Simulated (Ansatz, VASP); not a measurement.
Two plane-wave programs on MgSnO4

INCAR

```
SYSTEM = MgSnO4
ALGO = Fast ; EDIFF = 1E-6
EDIFFG = -0.01 ; ENCUT = 600
GGA = PE ; IBRION = 2
ISIF = 3 ; ISMEAR = 0
LASPH = .TRUE. ; LCHARG = .FALSE.
LREAL = .FALSE. ; LWAVE = .FALSE.
NELM = 80 ; NSW = 100
PREC = Accurate ; SIGMA = 0.1
```

KPOINTS

```
k-points
0
G
  12 12 6
  0 0 0
```

File POSCAR:

```
MgSnO4
1.0
    3.6234057470      0.0000000000      0.0000000000
   -1.8117028735      3.1379614251      0.0000000000
    0.0000000000      0.0000000000      6.0035434514
Mg Sn O
1 1 4
Direct
    0.0000000000      0.0000000000      0.5000000000
    0.0000000000      0.0000000000      0.0000000000
    0.6666666667      0.3333333333      0.2635644113
    0.3333333333      0.6666666667      0.7364355887
    0.3333333333      0.6666666667      0.2635644113
    0.6666666667      0.3333333333      0.7364355887
```

Input for Ansatz:

```yaml
crystal:
  lattice:
    - [3.623405747, 0.0, 0.0]
    - [-1.8117028735, 3.1379614251, 0.0]
    - [0.0, 0.0, 6.0035434514]
  atoms:
    - { symbol: Mg, position: [0.0, 0.0, 0.5] }
    - { symbol: Sn, position: [0.0, 0.0, 0.0] }
    - { symbol: O, position: [0.6666666667, 0.3333333333, 0.2635644113] }
    - { symbol: O, position: [0.3333333333, 0.6666666667, 0.7364355887] }
    - { symbol: O, position: [0.3333333333, 0.6666666667, 0.2635644113] }
    - { symbol: O, position: [0.6666666667, 0.3333333333, 0.7364355887] }
basis:
  ecutwfc: 420
kpoints:
  mp_grid: { grid: [12, 12, 6] }
hamiltonian:
  xc: pbe
scf:
  occupations: { method: gaussian, width: 0.1 }
output:
  forces: true
  stress: true
  eigenvalues: true
relax:
  adjacent_minimum: "off"
  f_tol: 0.01
  max_steps: 80
  cell: { stress_tol: 0.05 }
```

Change from the starting cell: species swapped into the MgAlB4 type (P6/mmm, No. 191).

Alike in both runs: task relaxation of cell and atoms; functional PBE; k mesh 12 × 12 × 6; occupations gaussian, width 0.1 eV; no spin polarisation.

```csv
,VASP,Ansatz
version,VASP 6.6.1,Ansatz 0.2.0
potentials or method,"VASP PAW PBE potentials, release 64 (Mg, Sn_d, O), cutoff 600 eV","scalar-relativistic, plane waves, PAW"
valence electrons in the cell,40,48
```

Ansatz gave:

```
gap on the k mesh at the Fermi level, each at its own relaxed structure (eV) : none
relaxed volume (Å³/atom)                                                     : 11.20
relaxed length of the cell vector where the two differ most in proportion (Å)              : 5.902
```

**Question.** Estimate VASP's values.

**Answer.** gap on the k mesh at the Fermi level, each at its own relaxed structure (eV): none; relaxed volume (Å³/atom): 11.16; relaxed length of the cell vector where the two differ most in proportion (Å): 5.890.

A gap of «none» marks a metal or a gap that the smearing closes. VASP's potentials hold 40 valence electrons a cell and Ansatz's 48, so a difference there can come from the potentials and not from the codes.
